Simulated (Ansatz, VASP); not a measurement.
## One calculation of Co, two programs

INCAR

```
SYSTEM = Co
ALGO = Normal
EDIFF = 1E-6
ENCUT = 520
GGA = PE
ISIF = 2
ISMEAR = -1
ISPIN = 2
LASPH = .TRUE.
LCHARG = .FALSE.
LMAXMIX = 4
LORBIT = 11
LREAL = .FALSE.
LWAVE = .FALSE.
MAGMOM = 1.826
NBANDS = 14
NELM = 150
PREC = Accurate
SIGMA = 0.05
```

Contents of KPOINTS:

```
k-points
0
G
  18 18 18
  0 0 0
```

Contents of POSCAR:

```
Co
1.0
   -1.3673002562      1.3673002562      1.3673002562
    1.3673002562     -1.3673002562      1.3673002562
    1.3673002562      1.3673002562     -1.3673002562
Co
1
Direct
    0.0000000000      0.0000000000      0.0000000000
```

Input for Ansatz:

```yaml
crystal:
  lattice:
    - [-1.3673002562, 1.3673002562, 1.3673002562]
    - [1.3673002562, -1.3673002562, 1.3673002562]
    - [1.3673002562, 1.3673002562, -1.3673002562]
  atoms:
    - { symbol: Co, position: [0.0, 0.0, 0.0], spin: 1.826 }
hamiltonian:
  xc: pbe
  pseudopotentials:
    kind: paw
    azcp:
      Co: "pseudopotentials/Co.paw.azcp"
basis:
  ecutwfc: 420
  fft_grid_basis: typed
kpoints:
  mp_grid: { grid: [18, 18, 18], shift: [0, 0, 0] }
magnetization:
  spin_polarized: true
scf:
  occupations: { method: fermi_dirac, width: 0.05 }
  lower_state_search: "off"
output:
  stress: true
```

Alike in both runs: task single point; functional PBE; k mesh 18 × 18 × 18; occupations fermi-dirac, width 0.05 eV; collinear spin.

```csv
,VASP,Ansatz
version,VASP 6.6.1,Ansatz 0.2.0
potentials or method,"VASP PAW PBE potentials, release 64 (Co), cutoff 520 eV","plane waves (420 eV) with PAW, scalar-relativistic"
valence electrons in the cell,9,17
```

VASP gave:

```
pressure (GPa)                                                : 18.9
net moment per atom (μB)                                      : 1.68
size of the moment on the site where the two differ most (μB) : 1.69
```

Q: Estimate Ansatz's values.

A: Pressure (GPa): 20.1; net moment per atom (μB): 1.69; size of the moment on the site where the two differ most (μB): 1.75.

Site moments also hang on the region over which each program counts them. VASP's potentials hold 9 valence electrons a cell and Ansatz's 17, so a difference there can come from the potentials and not from the codes.
